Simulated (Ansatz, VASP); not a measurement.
**Zn3Sb4O6F6 in VASP and in Ansatz**

```
Zn Sb O F
1.0
    -4.15525    4.15525    4.15525
     4.15525   -4.15525    4.15525
     4.15525    4.15525   -4.15525
Zn Sb O F
3 4 6 6
Direct
  0.00000 0.50000 0.50000
  0.50000 0.00000 0.50000
  0.50000 0.50000 0.00000
  0.31893 0.00000 0.00000
  0.00000 0.00000 0.31893
  0.00000 0.31893 0.00000
  0.68107 0.68107 0.68107
  0.00000 0.74958 0.74958
  0.25042 0.00000 0.25042
  0.00000 0.25042 0.25042
  0.74958 0.00000 0.74958
  0.25042 0.25042 0.00000
  0.74958 0.74958 0.00000
  0.25000 0.75000 0.50000
  0.75000 0.25000 0.50000
  0.50000 0.25000 0.75000
  0.50000 0.75000 0.25000
  0.75000 0.50000 0.25000
  0.25000 0.50000 0.75000
```

Alike in both runs: functional PBE; k mesh 6 × 6 × 6; occupations fermi-dirac, width 0.02 eV; no spin polarisation.

Ansatz relaxed the structure, and its values are those at the end. VASP's run is a single point on that final structure, the one shown.

|  | VASP | Ansatz |
| --- | --- | --- |
| version | VASP 6.6.1 | Ansatz 0.2.0 |
| potentials or method | VASP PAW PBE potentials, release 64 (Zn, Sb, O, F), cutoff 520 eV | PAW plane waves |
| valence electrons in the cell | 134 | 174 |

Ansatz gave:

```
gap on the k mesh at the Fermi level (eV) : 3.11
pressure (GPa)                            : 0.0
rms of the force components (eV/Å)        : 0.000
```

Q: What did VASP give for the same quantities?

A: gap on the k mesh at the Fermi level (eV): 3.08; pressure (GPa): 0.1; rms of the force components (eV/Å): 0.024.

VASP's potentials hold 134 valence electrons a cell and Ansatz's 174, so a difference there can come from the potentials and not from the codes.

Neither program's run includes spin-orbit coupling.
